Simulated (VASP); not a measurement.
# HfB2 (P6/mmm) in VASP: further runs, part 2 of 2

VASP 6.6.1.

**3. Single point, LDA**

This run uses another cell than the first one, of 9.51 Å³/atom, 1.020 times its volume.

Contents of INCAR:

```
  PREC = Accurate
  ENCUT = 500
  EDIFF = 1E-6
  ISMEAR = 0
  SIGMA = 0.05
  LREAL = False
  LASPH = True
  NELM = 120
  ALGO = Normal
  ISIF = 2
  LWAVE = False
  LCHARG = False
  NBANDS = 15
  GGA_COMPAT = False
```

Contents of KPOINTS:

```
Automatic mesh
0
Gamma
  8 8 7
```

Contents of POSCAR:

```
HfB2
1.0
    3.1043533733      0.0000000000      0.0000000000
   -1.5521766866      2.6884488836      0.0000000000
    0.0000000000      0.0000000000      3.4189775270
Hf B
1 2
Direct
    0.0000000000      0.0000000000      0.0000000000
    0.3333333333      0.6666666667      0.5000000000
    0.6666666667      0.3333333333      0.5000000000
```

Potentials or basis: VASP PAW LDA potentials, release 64 (Hf_pv, B).

The run is started by

```
$ cat potpaw_LDA.64/Hf_pv/POTCAR potpaw_LDA.64/B/POTCAR > POTCAR
$ mpirun -np 1 vasp_std > vasp.out
```

OUTCAR:

```text
PREC = Accurate
   ENCUT = 500
   EDIFF = 1E-6
   ISMEAR = 0
   LREAL = False
   LASPH = True
   NELM = 120
   ISIF = 2

 ion  position               nearest neighbor table
   1  0.000  0.000  0.000-   2 2.48   3 2.48   2 2.48   3 2.48   2 2.48   2 2.48   3 2.48   3 2.48
                             3 2.48   3 2.48   2 2.48   2 2.48
   2  0.333  0.667  0.500-   3 1.79   3 1.79   3 1.79   1 2.48   1 2.48   1 2.48   1 2.48   1 2.48
                             1 2.48
   3  0.667  0.333  0.500-   2 1.79   2 1.79   2 1.79   1 2.48   1 2.48   1 2.48   1 2.48   1 2.48
                             1 2.48

  LATTYP: Found a hexagonal cell.
 ALAT       =     3.1043533733
 C/A-ratio  =     1.1013493362

  Lattice vectors:

 A1 = (   3.1043533733,   0.0000000000,   0.0000000000)
 A2 = (  -1.5521766866,   2.6884488836,   0.0000000000)
 A3 = (   0.0000000000,   0.0000000000,   3.4189775270)

Analysis of symmetry for initial positions (statically):
=====================================================================
 Subroutine PRICEL returns:
 Original cell was already a primitive cell.

 Routine SETGRP: Setting up the symmetry group for a
 hexagonal supercell.

 Subroutine GETGRP returns: Found 24 space group operations
 (whereof 24 operations were pure point group operations)
 out of a pool of 24 trial point group operations.

The static configuration has the point symmetry D_6h.

Analysis of symmetry for dynamics (positions and initial velocities):
=====================================================================
 Subroutine PRICEL returns:
 Original cell was already a primitive cell.

 Routine SETGRP: Setting up the symmetry group for a
 hexagonal supercell.

 Subroutine GETGRP returns: Found 24 space group operations
 (whereof 24 operations were pure point group operations)
 out of a pool of 24 trial point group operations.

The dynamic configuration has the point symmetry D_6h.

 Subroutine INISYM returns: Found 24 space group operations
 (whereof 24 operations are pure point group operations),
 and found     1 'primitive' translations

----------------------------------------------------------------------------------------

                                     Primitive cell

  volume of cell :      28.5344

  direct lattice vectors                    reciprocal lattice vectors
     3.104353373  0.000000000  0.000000000     0.322128276  0.185980847  0.000000000
    -1.552176687  2.688448884  0.000000000     0.000000000  0.371961694  0.000000000
     0.000000000  0.000000000  3.418977527     0.000000000  0.000000000  0.292485105

  length of vectors
     3.104353373  3.104353373  3.418977527     0.371961694  0.371961694  0.292485105

  position of ions in fractional coordinates (direct lattice)
     0.000000000  0.000000000  0.000000000
     0.333333333  0.666666667  0.500000000
     0.666666667  0.333333333  0.500000000

  ion indices of the primitive-cell ions
   primitive index   ion index
                 1           1
                 2           2
                 3           3

----------------------------------------------------------------------------------------

 KPOINTS: Automatic mesh

[... 29 lines left out ...]
  0.125000  0.125000  0.000000      6.000000
[... 16 lines left out ...]
  0.250000 -0.000000  0.285714     12.000000
  0.375000 -0.000000  0.285714     12.000000
 [... further k-points ...]
   k-points           NKPTS =     40   k-points in BZ     NKDIM =     40   number of bands    NBANDS=     15
   number of dos      NEDOS =    301   number of ions     NIONS =      3
   total plane-waves  NPLWV =  16128
   dimension x,y,z NGX =    24 NGY =   24 NGZ =   28
   dimension x,y,z NGXF=    48 NGYF=   48 NGZF=   56
   ions per type =               1   2
   NGX,Y,Z   is equivalent  to a cutoff of  12.85, 12.85, 13.61 a.u.
   NGXF,Y,Z  is equivalent  to a cutoff of  25.71, 25.71, 27.23 a.u.
 SYSTEM =  unknown system
   PREC   = accura    normal or accurate (medium, high low for compatibility)
   ISTART =      0    job   : 0-new  1-cont  2-samecut
   ICHARG =      2    charge: 1-file 2-atom 10-const
   ISPIN  =      1    spin polarized calculation?
   LNONCOLLINEAR =      F non collinear calculations
   LSORBIT =      F    spin-orbit coupling
   LASPH  =      T    aspherical Exc in radial PAW
   ENCUT  =  500.0 eV  36.75 Ry    6.06 a.u.   5.66  5.66  6.23*2*pi/ulx,y,z
   NELM   =    120;   NELMIN=  2; NELMDL= -5     # of ELM steps
   EDIFF  = 0.1E-05   stopping-criterion for ELM
   LREAL  =      F    real-space projection
   EDIFFG = 0.1E-04   stopping-criterion for IOM
   NSW    =      0    number of steps for IOM
   IBRION =     -1    ionic relax: 0-MD 1-quasi-New 2-CG
   NFREE  =      0    steps in history (QN), initial steepest desc. (CG)
   ISIF   =      2    stress and relaxation
   ISYM   =      2    0-nonsym 1-usesym 2-fastsym
   POTIM  = 0.5000    time-step for ionic-motion
   TEBEG  =    0.0;   TEEND  =   0.0 temperature during run
   PSTRESS=    0.0 pullay stress
   NELECT =      16.0000    total number of electrons
   NUPDOWN=      -1.0000    fix difference up-down
   EMIN   =  10.00;   EMAX   =-10.00  energy-range for DOS
   EFERMI =   0.00;   METHOD = LEGACY
   ISMEAR =     0;   SIGMA  =   0.05  broadening in eV -4-tet -1-fermi 0-gaus
   EFERMI_NEDOS =   21; number of points for ismear=-14 and -15
   IALGO  =     38    algorithm
   IMIX   =      4    mixing-type and parameters
     AMIX     =   0.40;   BMIX     =  1.00
     AMIX_MAG =   1.60;   BMIX_MAG =  1.00
  volume/ion in A,a.u.               =       9.51        64.19
  Fermi-wavevector in a.u.,A,eV,Ry     =   1.349973  2.551079 24.795628  1.822427
  Thomas-Fermi vector in A             =   2.477516
   LORBIT       =      0    0 simple, 1 ext, 2 COOP (PROOUT), +10 PAW based schemes
   GGA     = CA    functional components
   LHFCALC =     F    Hartree Fock is set to
   AEXX    =    0.0000 exact exchange contribution
   IVDW    =     0    specifies the selected vdW correction
   LEPSILON=     F    determine dielectric tensor
   LRPA    =     F    only Hartree local field effects (RPA)
 non-spin polarized calculation
 Gauss-broadening in eV      SIGMA  =   0.05
  energy-cutoff  :      500.00
  volume of cell :       28.53
 maximum number of plane-waves:       739
 NGX is ok and might be reduce to    24
   NGX = 11   NGY = 11   NGZ = 13

 number of electron      16.0000000 magnetization

 Free energy of the ion-electron system (eV)
  ---------------------------------------------------
  ext. energy  EPLUGINS =         0.00000000
  ---------------------------------------------------
  free energy    TOTEN  =       -28.95035267 eV

  energy without entropy =      -28.94965020  energy(sigma->0) =      -28.95000144

 E-fermi :   8.2267     XC(G=0): -12.9115

 val. band max:        7.7993009258   @ k =   0.1250  -0.0000   0.4286
 cond. band min:       8.2422430746   @ k =   0.3750   0.1250   0.0000
 fundamental gap:      0.4429421488
 Fermi energy:         8.2267442158

 k-point     1 :       0.0000    0.0000    0.0000
  band No.  band energies     occupation
      1     -22.3655      2.00000
      2     -21.8029      2.00000
      3     -21.8029      2.00000
      4      -5.7982      2.00000
      5       4.9077      2.00000
      6       4.9724      2.00000
      7       4.9724      2.00000
      8       5.3728      2.00000
      9      12.1301      0.00000
     10      12.1301      0.00000
     11      12.8630      0.00000
     12      12.8630      0.00000
     13      13.1514      0.00000
     14      13.1514      0.00000
[... 401 lines left out ...]
      2     -22.4169      2.00000
      3     -21.9557      2.00000
      4      -2.6594      2.00000
      5       0.3860      2.00000
      6       3.6508      2.00000
      7       3.9762      2.00000
      8       5.2533      2.00000
      9       9.8626      0.00000
     10      12.1511      0.00000
     11      13.8555      0.00000
     12      14.3877      0.00000
     13      15.0245      0.00000
     14      17.3975      0.00000
     15      19.8899      0.00000

 [... further k-points ...]
[... 5 lines left out ...]
  --------------------------------------------------------------------------------------
  -------------------------------------------------------------------------------------
  Total        0.0870186      0.0870186      0.2006216      0.0000000     -0.0000000      0.0000000
  in kB        4.8860013      4.8860013     11.2646869      0.0000000     -0.0000000      0.0000000
  external PRESSURE =       7.0122299 kB  Pullay stress =       0.0000000 kB

 VOLUME and BASIS-vectors are now :
 -----------------------------------------------------------------------------
  energy-cutoff  :      500.00
  volume of cell :       28.53
      direct lattice vectors                 reciprocal lattice vectors
     3.104353373  0.000000000  0.000000000     0.322128276  0.185980847  0.000000000
    -1.552176687  2.688448884  0.000000000     0.000000000  0.371961694  0.000000000
     0.000000000  0.000000000  3.418977527     0.000000000  0.000000000  0.292485105

 POSITION                                       TOTAL-FORCE (eV/Angst)
 -----------------------------------------------------------------------------------
      0.00000      0.00000      0.00000        -0.000000      0.000000      0.000000
     -0.00000      1.79230      1.70949        -0.000000      0.000000      0.000000
      1.55218      0.89615      1.70949         0.000000     -0.000000      0.000000
 -----------------------------------------------------------------------------------
    total drift:                               -0.000000      0.000000     -0.000000

  FREE ENERGIE OF THE ION-ELECTRON SYSTEM (eV)
  ---------------------------------------------------
  free  energy   TOTEN  =       -28.9503526733 eV

  energy  without entropy=      -28.9496502003  energy(sigma->0) =      -28.95000144
```

OSZICAR:

```text
N       E                     dE             d eps       ncg     rms          rms(c)
DAV:   1     0.271087920526E+02    0.27109E+02   -0.78355E+03  1200   0.986E+02
DAV:   2    -0.300992735603E+02   -0.57208E+02   -0.52841E+02  1586   0.221E+02
DAV:   3    -0.314738238888E+02   -0.13746E+01   -0.13678E+01  1557   0.257E+01
DAV:   4    -0.314788983146E+02   -0.50744E-02   -0.50731E-02  1403   0.190E+00
DAV:   5    -0.314789270765E+02   -0.28762E-04   -0.28761E-04  1592   0.127E-01    0.570E+01
DAV:   6    -0.290773819344E+02    0.24015E+01   -0.29792E+00  1417   0.125E+01    0.417E+01
DAV:   7    -0.290163307021E+02    0.61051E-01   -0.89799E-01  1515   0.697E+00    0.122E+01
DAV:   8    -0.289538540443E+02    0.62477E-01   -0.22348E-01  1404   0.362E+00    0.161E+00
DAV:   9    -0.289505110607E+02    0.33430E-02   -0.16930E-02  1396   0.104E+00    0.452E-01
DAV:  10    -0.289503518715E+02    0.15919E-03   -0.62458E-04  1564   0.209E-01    0.239E-01
DAV:  11    -0.289503549928E+02   -0.31214E-05   -0.52303E-05  1473   0.525E-02    0.108E-01
DAV:  12    -0.289503526715E+02    0.23214E-05   -0.43822E-06  1431   0.161E-02    0.116E-02
DAV:  13    -0.289503526733E+02   -0.18456E-08   -0.25163E-07   719   0.409E-03
   1 F= -.28950353E+02 E0= -.28950001E+02  d E =-.702473E-03
```

stdout:

```text
POSCAR found type information on POSCAR HfB
 POSCAR found :  2 types and       3 ions
 scaLAPACK will be used
 LDA part: xc-table for (Slater(with rela. corr.)+CA(PZ))
 , standard interpolation
 POSCAR, INCAR and KPOINTS ok, starting setup
 FFT: planning ... GRIDC
 FFT: planning ... GRID_SOFT
 FFT: planning ... GRID
 WAVECAR not read
 entering main loop
```

Run time: 6.6 s. Hardware: 1 thread of Intel Xeon 6975P-C (Granite Rapids), shared host; peak memory 0.14 GiB.

What came out:

| Property | Result |
| --- | --- |
| Free energy | -28.9504 eV |
| Pressure | 0.7 GPa |
| Band gap on the k mesh | zero (band 8 reaches 8.62 eV, above the bottom of band 9 at 8.24 eV) |

Levels at points of the mesh, in eV from the Fermi level:
```csv
k point,band 6,band 7,band 8,band 9,band 10,band 11
"(0.00, 0.00, 0.00)",-3.25,-3.25,-2.85,3.90,3.90,4.64
"(0.50, 0.00, 0.00)",-4.45,-3.68,-3.23,2.03,2.56,5.64
```

Caveat: spin-orbit coupling is left out, which moves the levels of the heavy elements.

**4. Single point, LDA**

This run uses another cell than the first one, of 9.51 Å³/atom, 1.020 times its volume.

Contents of INCAR:

```
SYSTEM = HfB2
  ALGO = Normal
  EDIFF = 1E-6
  ENCUT = 500
  GGA = CA
  GGA_COMPAT = .FALSE.
  ISIF = 2
  ISMEAR = 0
  LASPH = .TRUE.
  LCHARG = .FALSE.
  LREAL = .FALSE.
  LWAVE = .FALSE.
  NBANDS = 15
  NELM = 120
  PREC = Accurate
  SIGMA = 0.05
```

Contents of KPOINTS:

```
k-points
0
G
  8 8 7
  0 0 0
```

POSCAR is that of step 3.

The run is started by

```
$ cat potpaw_LDA.64/Hf_pv/POTCAR potpaw_LDA.64/B/POTCAR > POTCAR
$ mpirun -np 1 vasp_std > vasp.out
```

It took 7.3 s on 1 thread of Intel Xeon 6975P-C (Granite Rapids), shared host; peak memory 0.13 GiB.

Results (log left out):

```
Free energy            : -28.9504 eV
Pressure               : 0.7 GPa
Band gap on the k mesh : zero (band 8 reaches 8.62 eV, above the bottom of band 9 at 8.24 eV)
```

Stress tensor (GPa, compression positive):
```
0.49 0.00 0.00
0.00 0.49 0.00
0.00 0.00 1.13
```

Levels at points of the mesh, in eV from the Fermi level:
| k point | band 6 | band 7 | band 8 | band 9 | band 10 | band 11 |
| --- | --- | --- | --- | --- | --- | --- |
| (0.00, 0.00, 0.00) | -3.25 | -3.25 | -2.85 | 3.90 | 3.90 | 4.64 |
| (0.50, 0.00, 0.00) | -4.45 | -3.68 | -3.23 | 2.03 | 2.56 | 5.64 |

Caveat: spin-orbit coupling is left out, which moves the levels of the heavy elements.

**5. Single point, LDA**

This run uses another cell than the first one, of 9.70 Å³/atom, 1.041 times its volume.

Contents of INCAR:

```
PREC = Accurate
ENCUT = 500
EDIFF = 1E-6
ISMEAR = 0
SIGMA = 0.05
LREAL = False
LASPH = True
NELM = 120
ALGO = Normal
ISIF = 2
LWAVE = False
LCHARG = True
LELF = True
LVHAR = True
NBANDS = 15
GGA_COMPAT = False
```

Contents of KPOINTS:

```
Automatic mesh
0
Gamma
  8 8 7
```

Contents of POSCAR:

```
HfB2
1.0
    3.1249126040      0.0000000000      0.0000000000
   -1.5624563020      2.7062536997      0.0000000000
    0.0000000000      0.0000000000      3.4416204222
Hf B
1 2
Direct
    0.0000000000      0.0000000000      0.0000000000
    0.3333333333      0.6666666667      0.5000000000
    0.6666666667      0.3333333333      0.5000000000
```

The run is started by

```
$ cat potpaw_LDA.64/Hf_pv/POTCAR potpaw_LDA.64/B/POTCAR > POTCAR
$ mpirun -np 1 vasp_std > vasp.out
```

Run time: 7.3 s. Hardware: 1 thread of Intel Xeon 6975P-C (Granite Rapids), shared host; peak memory 0.14 GiB.

It converged, with:

| Quantity | Value |
| --- | --- |
| Free energy | -28.9434 eV |
| Pressure | -4.7 GPa |
| Band gap on the k mesh | zero (band 8 reaches 8.44 eV, above the bottom of band 9 at 8.07 eV) |

Stress tensor (GPa, compression positive):
```
-5.02  0.00  0.00
 0.00 -5.02  0.00
 0.00  0.00 -3.93
```

Levels at points of the mesh, in eV from the Fermi level:
```csv
k point,band 5,band 6,band 7,band 8,band 9,band 10,band 11,band 12
"(0.00, 0.00, 0.00)",-3.26,-3.20,-3.20,-2.86,3.81,3.81,4.53,4.53
"(0.50, 0.00, 0.00)",-9.09,-4.37,-3.65,-3.17,1.99,2.51,5.49,5.51
```

Caveat: spin-orbit coupling is left out, which moves the levels of the heavy elements.

**6. Summary**

```tsv
cell	gap on the mesh (eV)	pressure (GPa)
a = 3.084, b = 3.084, c = 3.396 Å, angles 90.0, 90.0, 120.0°, 3 atoms	none	6.6
a = 3.104, b = 3.104, c = 3.419 Å, angles 90.0, 90.0, 120.0°, 3 atoms	none	0.7
a = 3.125, b = 3.125, c = 3.442 Å, angles 90.0, 90.0, 120.0°, 3 atoms	none	-4.7
```

Alike in all rows: task single point; level LDA; potentials or basis VASP PAW LDA potentials, release 64 (Hf_pv, B); no spin polarisation; k mesh 8 × 8 × 7; cutoff (eV) 500; smearing gaussian 0.05 eV.

Caveats: spin-orbit coupling is left out, which moves the levels of the heavy elements.

Total energies depend on the potentials used, so only differences within one code and one set of settings carry meaning.
